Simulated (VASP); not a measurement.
A run of VASP 6.6.1:

INCAR

```
SYSTEM = BN
PREC = Accurate
ENCUT = 520
EDIFF = 1E-6
ISMEAR = -1
SIGMA = 0.1551
LREAL = Auto
LASPH = .TRUE.
NELM = 100
ALGO = Normal
ISIF = 2
LWAVE = .FALSE.
LCHARG = .TRUE.
GGA = PE
IVDW = 12
LELF = .TRUE.
LVHAR = .TRUE.
NBANDS = 46
```

The input KPOINTS:

```
Automatic mesh
0
G
  6 6 4
  0 0 0
```

Contents of POSCAR:

```
BN
1.0
    2.5531020490     -4.4221024657      0.0000000000
    2.5531020489      4.4221024657      0.0000000000
    0.0000000000      0.0000000000      6.7918449327
B N
8 8
Direct
    0.3637938209      0.0334999978      0.2226104828
    0.8221254823      0.9893025030      0.2053991329
    0.3292669591      0.4862685890      0.2407187780
    0.8484341880      0.5147275314      0.2480400751
    0.5593435134      0.2861341231      0.6768426128
    0.0895900485      0.2500714958      0.6591054043
    0.5764534184      0.8009106303      0.6666906836
    0.0861574104      0.7382262834      0.6486253263
    0.2501535528      0.0713596331      0.6857692978
    0.7862334883      0.1245675567      0.6835211969
    0.2441490935      0.5963223447      0.6523412289
    0.7438561270      0.6081166226      0.6764909829
    0.6884293042      0.1811993197      0.2313754527
    0.1514299667      0.1565919856      0.2378175620
    0.6480703930      0.6502807200      0.1977681941
    0.1735611895      0.6739776776      0.2483920491
```

Potentials or basis: VASP PAW PBE potentials, release 64 (B, N).

Command:

```console
$ cat potpaw_PBE.64/B/POTCAR potpaw_PBE.64/N/POTCAR > POTCAR
$ mpirun -np 1 vasp_std > vasp.out
```

Hardware: 1 thread of Intel(R) Xeon(R) Platinum 8559C (Emerald Rapids) (shared host).

Q: How long does it take, and how much memory?

A: Wall time 11 min on 1 thread of Intel(R) Xeon(R) Platinum 8559C (Emerald Rapids), on a shared host, peak memory 0.47 GiB. Counts: scf iterations 15, k points 76.
